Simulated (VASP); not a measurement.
A run of VASP 6.6.1 is set up as follows.

INCAR

```
  PREC = Accurate
  ENCUT = 520
  EDIFF = 1E-6
  ISMEAR = 0
  SIGMA = 0.15
  LREAL = False
  LASPH = True
  NELM = 100
  ALGO = Normal
  ISIF = 2
  LWAVE = False
  LCHARG = False
  GGA = PE
  NBANDS = 16
```

The input KPOINTS:

```
Automatic mesh
0
Gamma
  14 14 14
```

Contents of POSCAR:

```
GaSb
1.0
    0.0000000000      3.0651667734      3.0651667734
    3.0651667734      0.0000000000      3.0651667734
    3.0651667734      3.0651667734      0.0000000000
Ga Sb
1 1
Direct
    0.0000000000      0.0000000000      0.0000000000
    0.7500000000      0.7500000000      0.7500000000
```

Potentials or basis: VASP PAW PBE potentials, release 64 (Ga_d, Sb).

Launch:

```console
$ cat potpaw_PBE.64/Ga_d/POTCAR potpaw_PBE.64/Sb/POTCAR > POTCAR
$ mpirun -np 1 vasp_std > vasp.out
```

Question: What does it give for the pressure?

Answer: 2.1 GPa.

Question: Predict the band gap on the k mesh.

Answer: Zero (filled and empty bands touch).

Caveat: semilocal functionals underestimate gaps, so a narrow gap can read as zero; spin-orbit coupling is left out, which moves the levels of the heavy elements.
